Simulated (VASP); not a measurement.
# Cu (Fm-3m) in VASP: a series of runs

Runs on Cu. Level: PBE+D3(BJ). Tasks: single point, relaxation of cell and atoms.

Everything below comes from runs of VASP 6.6.1. Logs are shortened: lines on timing, memory, paths and dates and some standing lists are left out, and cuts for length are marked.

### Step 1. The cell of the first run

It takes space group Fm-3m (No. 225, cubic). The conventional cell has a = 3.650 Å, b = 3.650 Å, c = 3.650 Å, α = 90.00°, β = 90.00°, γ = 90.00°. Within 3.4 Å of Cu (site symmetry m-3m) lie 12 Cu at 2.58 Å.

### Step 2. Single point, PBE+D3(BJ)

INCAR

```
SYSTEM = Cu
PREC = Accurate
ENCUT = 520
EDIFF = 1E-6
ISMEAR = 0
SIGMA = 0.1
LREAL = .False.
LASPH = .True.
NELM = 100
ALGO = Normal
ISIF = 2
LWAVE = .False.
LCHARG = .True.
GGA = PE
IVDW = 12
LELF = .True.
LVHAR = .True.
NBANDS = 12
```

KPOINTS

```
Automatic mesh
0
Gamma
  8 8 8
  0 0 0
```

POSCAR

```
Cu
1.0
    0.0000000000      1.8250000000      1.8250000000
    1.8250000000      0.0000000000      1.8250000000
    1.8250000000      1.8250000000      0.0000000000
Cu
1
Direct
    0.0000000000      0.0000000000      0.0000000000
```

Potentials or basis: VASP PAW PBE potentials, release 64 (Cu).

The run is started by

```sh
cat potpaw_PBE.64/Cu/POTCAR > POTCAR
mpirun -np 1 vasp_std > vasp.out
```

OUTCAR:

```text
SYSTEM = Cu
   PREC = Accurate
   ENCUT = 520
   EDIFF = 1E-6
   ISMEAR = 0
   LREAL = .False.
   LASPH = .True.
   NELM = 100
   ISIF = 2
   GGA = PE
   IVDW = 12
 IVDW          = 12

 ion  position               nearest neighbor table
   1  0.000  0.000  0.000-

  LATTYP: Found a face centered cubic cell.
 ALAT       =     3.6500000000

  Lattice vectors:

 A1 = (   0.0000000000,   1.8250000000,   1.8250000000)
 A2 = (   1.8250000000,   0.0000000000,   1.8250000000)
 A3 = (   1.8250000000,   1.8250000000,   0.0000000000)

Analysis of symmetry for initial positions (statically):
=====================================================================
 Subroutine PRICEL returns:
 Original cell was already a primitive cell.

 Routine SETGRP: Setting up the symmetry group for a
 face centered cubic supercell.

 Subroutine GETGRP returns: Found 48 space group operations
 (whereof 48 operations were pure point group operations)
 out of a pool of 48 trial point group operations.

The static configuration has the point symmetry O_h .

Analysis of symmetry for dynamics (positions and initial velocities):
=====================================================================
 Subroutine PRICEL returns:
 Original cell was already a primitive cell.

 Routine SETGRP: Setting up the symmetry group for a
 face centered cubic supercell.

 Subroutine GETGRP returns: Found 48 space group operations
 (whereof 48 operations were pure point group operations)
 out of a pool of 48 trial point group operations.

The dynamic configuration has the point symmetry O_h .

 Subroutine INISYM returns: Found 48 space group operations
 (whereof 48 operations are pure point group operations),
 and found     1 'primitive' translations

----------------------------------------------------------------------------------------

                                     Primitive cell

  volume of cell :      12.1568

  direct lattice vectors                    reciprocal lattice vectors
     0.000000000  1.825000000  1.825000000    -0.273972603  0.273972603  0.273972603
     1.825000000  0.000000000  1.825000000     0.273972603 -0.273972603  0.273972603
     1.825000000  1.825000000  0.000000000     0.273972603  0.273972603 -0.273972603

  length of vectors
     2.580939751  2.580939751  2.580939751     0.474534468  0.474534468  0.474534468

  position of ions in fractional coordinates (direct lattice)
     0.000000000  0.000000000  0.000000000

  ion indices of the primitive-cell ions
   primitive index   ion index
                 1           1

----------------------------------------------------------------------------------------

 KPOINTS: Automatic mesh

Automatic generation of k-mesh.
 Grid dimensions read from file:
 generate k-points for:    8    8    8

 Generating k-lattice:

  Cartesian coordinates                     Fractional coordinates (reciprocal lattice)
    -0.034246575  0.034246575  0.034246575     0.125000000  0.000000000  0.000000000
     0.034246575 -0.034246575  0.034246575     0.000000000  0.125000000  0.000000000
     0.034246575  0.034246575 -0.034246575     0.000000000  0.000000000  0.125000000

  Length of vectors
     0.059316808  0.059316808  0.059316808

  Shift w.r.t. Gamma in fractional coordinates (k-lattice)
     0.000000000  0.000000000  0.000000000

 Subroutine IBZKPT returns following result:
 ===========================================

 Found     29 irreducible k-points:

 Following reciprocal coordinates:
            Coordinates               Weight
  0.000000  0.000000  0.000000      1.000000
  0.125000  0.000000  0.000000      8.000000
  0.250000  0.000000  0.000000      8.000000
  0.375000  0.000000  0.000000      8.000000
  0.500000  0.000000  0.000000      4.000000
  0.125000  0.125000  0.000000      6.000000
[... 16 lines left out ...]
  0.500000  0.250000  0.125000     48.000000
 -0.375000  0.250000  0.125000     24.000000
 [... further k-points ...]
   k-points           NKPTS =     29   k-points in BZ     NKDIM =     29   number of bands    NBANDS=     12
   number of dos      NEDOS =    301   number of ions     NIONS =      1
   total plane-waves  NPLWV =   8000
   dimension x,y,z NGX =    20 NGY =   20 NGZ =   20
   dimension x,y,z NGXF=    40 NGYF=   40 NGZF=   40
   ions per type =               1
   NGX,Y,Z   is equivalent  to a cutoff of  12.88, 12.88, 12.88 a.u.
   NGXF,Y,Z  is equivalent  to a cutoff of  25.77, 25.77, 25.77 a.u.
 SYSTEM =  Cu
   PREC   = accura    normal or accurate (medium, high low for compatibility)
   ISTART =      0    job   : 0-new  1-cont  2-samecut
   ICHARG =      2    charge: 1-file 2-atom 10-const
   ISPIN  =      1    spin polarized calculation?
   LNONCOLLINEAR =      F non collinear calculations
   LSORBIT =      F    spin-orbit coupling
   LASPH  =      T    aspherical Exc in radial PAW
   ENCUT  =  520.0 eV  38.22 Ry    6.18 a.u.   4.80  4.80  4.80*2*pi/ulx,y,z
   NELM   =    100;   NELMIN=  2; NELMDL= -5     # of ELM steps
   EDIFF  = 0.1E-05   stopping-criterion for ELM
   LREAL  =      F    real-space projection
   EDIFFG = 0.1E-04   stopping-criterion for IOM
   NSW    =      0    number of steps for IOM
   IBRION =     -1    ionic relax: 0-MD 1-quasi-New 2-CG
   NFREE  =      0    steps in history (QN), initial steepest desc. (CG)
   ISIF   =      2    stress and relaxation
   ISYM   =      2    0-nonsym 1-usesym 2-fastsym
   POTIM  = 0.5000    time-step for ionic-motion
   TEBEG  =    0.0;   TEEND  =   0.0 temperature during run
   PSTRESS=    0.0 pullay stress
   NELECT =      11.0000    total number of electrons
   NUPDOWN=      -1.0000    fix difference up-down
   EMIN   =  10.00;   EMAX   =-10.00  energy-range for DOS
   EFERMI =   0.00;   METHOD = LEGACY
   ISMEAR =     0;   SIGMA  =   0.10  broadening in eV -4-tet -1-fermi 0-gaus
   EFERMI_NEDOS =   21; number of points for ismear=-14 and -15
   IALGO  =     38    algorithm
   IMIX   =      4    mixing-type and parameters
     AMIX     =   0.40;   BMIX     =  1.00
     AMIX_MAG =   1.60;   BMIX_MAG =  1.00
  volume/ion in A,a.u.               =      12.16        82.04
  Fermi-wavevector in a.u.,A,eV,Ry     =   1.583432  2.992253 34.113318  2.507258
  Thomas-Fermi vector in A             =   2.683204
   LORBIT       =      0    0 simple, 1 ext, 2 COOP (PROOUT), +10 PAW based schemes
   GGA     = PE    functional components
   LHFCALC =     F    Hartree Fock is set to
   AEXX    =    0.0000 exact exchange contribution
   IVDW    =    12    specifies the selected vdW correction
   LEPSILON=     F    determine dielectric tensor
   LRPA    =     F    only Hartree local field effects (RPA)
 non-spin polarized calculation
 Gauss-broadening in eV      SIGMA  =   0.10
  energy-cutoff  :      520.00
  volume of cell :       12.16
 maximum number of plane-waves:       342
   NGX =  9   NGY =  9   NGZ =  9

 number of electron      10.9999992 magnetization

 Free energy of the ion-electron system (eV)
  ---------------------------------------------------
  ext. energy  EPLUGINS =         0.00000000
  ---------------------------------------------------
  free energy    TOTEN  =        -3.69863834 eV

  energy without entropy =       -3.69557718  energy(sigma->0) =       -3.69710776

 E-fermi :   7.1531     XC(G=0): -12.5577

 val. band max:        7.0786300529   @ k =   0.5000   0.2500   0.1250
 cond. band min:       7.3764944937   @ k =   0.5000   0.1250   0.0000
 fundamental gap:      0.2978644408
 Fermi energy:         7.1531018417

 k-point     1 :       0.0000    0.0000    0.0000
  band No.  band energies     occupation
      1      -1.8998      2.00000
      2       4.3037      2.00000
      3       4.3037      2.00000
      4       4.3037      2.00000
      5       5.0902      2.00000
      6       5.0902      2.00000
      7      29.5955      0.00000
      8      32.0168      0.00000
      9      32.0168      0.00000
     10      32.0168      0.00000
     11      34.4914      0.00000
     12      34.4914      0.00000

 k-point     2 :       0.1250    0.0000    0.0000
  band No.  band energies     occupation
      1      -1.3480      2.00000
      2       4.1994      2.00000
      3       4.3932      2.00000
      4       4.3932      2.00000
      5       5.0627      2.00000
      6       5.0627      2.00000
      7      25.7271      0.00000
      8      30.1544      0.00000
      9      30.8244      0.00000
     10      30.8244      0.00000
     11      36.3989      0.00000
     12      36.3991      0.00000

 k-point     3 :       0.2500    0.0000    0.0000
  band No.  band energies     occupation
      1       0.1832      2.00000
      2       4.0640      2.00000
      3       4.4532      2.00000
      4       4.4532      2.00000
      5       5.1701      2.00000
      6       5.1701      2.00000
      7      19.4414      0.00000
      8      29.4415      0.00000
      9      29.6150      0.00000
     10      29.6150      0.00000
     11      35.2514      0.00000
     12      35.2514      0.00000
[... 286 lines left out ...]
 k-point    23 :       0.5000    0.2500    0.1250
  band No.  band energies     occupation
      1       2.7611      2.00000
      2       3.7489      2.00000
      3       4.0430      2.00000
      4       4.8286      2.00000
      5       5.4144      2.00000
      6       7.0786      1.70775
      7      15.0665      0.00000
      8      20.4434      0.00000
      9      23.3006      0.00000
     10      30.7079      0.00000
     11      34.1972      0.00000
     12      37.8219      0.00000

 k-point    24 :      -0.3750    0.2500    0.1250
  band No.  band energies     occupation
      1       3.0667      2.00000
      2       3.7422      2.00000
      3       4.2452      2.00000
      4       4.7309      2.00000
      5       5.5816      2.00000
      6       9.3194      0.00000
      7      11.3569      0.00000
      8      21.1832      0.00000
      9      21.4953      0.00000
     10      30.4277      0.00000
     11      34.0624      0.00000
     12      41.4560      0.00000

 [... further k-points ...]

------------------------ aborting loop because EDIFF is reached ----------------------------------------

 Edisp (eV)   -0.56572

 E8    (eV) :    -0.2424

  FORCE on cell =-STRESS in cart. coord.  units (eV):
  Direction    XX          YY          ZZ          XY          YZ          ZX
  --------------------------------------------------------------------------------------
  -------------------------------------------------------------------------------------
  Total      -0.66196    -0.66196    -0.66196    -0.00000     0.00000    -0.00000
  in kB     -87.24145   -87.24145   -87.24145    -0.00000     0.00000    -0.00000
  external pressure =      -87.24 kB  Pullay stress =        0.00 kB

 VOLUME and BASIS-vectors are now :
 -----------------------------------------------------------------------------
  energy-cutoff  :      520.00
  volume of cell :       12.16
      direct lattice vectors                 reciprocal lattice vectors
     0.000000000  1.825000000  1.825000000    -0.273972603  0.273972603  0.273972603
     1.825000000  0.000000000  1.825000000     0.273972603 -0.273972603  0.273972603
     1.825000000  1.825000000  0.000000000     0.273972603  0.273972603 -0.273972603

 POSITION                                       TOTAL-FORCE (eV/Angst)
 -----------------------------------------------------------------------------------
      0.00000      0.00000      0.00000         0.000000     -0.000000      0.000000
 -----------------------------------------------------------------------------------
    total drift:                                0.000000      0.000000      0.000000

  FREE ENERGIE OF THE ION-ELECTRON SYSTEM (eV)
  ---------------------------------------------------
  free  energy   TOTEN  =        -4.2643611415 eV

  energy  without entropy=       -4.2612999846  energy(sigma->0) =       -4.26283056
```

Wall time 3.6 s (1 thread of Intel Xeon Platinum 8488C (Sapphire Rapids), shared host); peak memory 0.13 GiB.

Results:

```
Free energy                : -4.2644 eV
Pressure                   : -8.7 GPa
Dispersion energy per atom : -0.566 eV
```

Levels at points of the mesh, in eV from the Fermi level:
```csv
k point,band 4,band 5,band 6,band 7,band 8,band 9
"(0.00, 0.00, 0.00)",-2.85,-2.06,-2.06,22.44,24.86,24.86
"(0.50, 0.00, 0.00)",-1.52,-1.52,-0.84,3.70,20.95,21.71
"(0.50, 0.50, 0.00)",-1.38,-1.38,1.60,7.00,12.94,12.94
```

Caveat: the k points lie up to 0.37 Å⁻¹ apart; pairwise dispersion overbinds metals, which lowers pressure and volume.

(Part 1 of 2 ends here.)
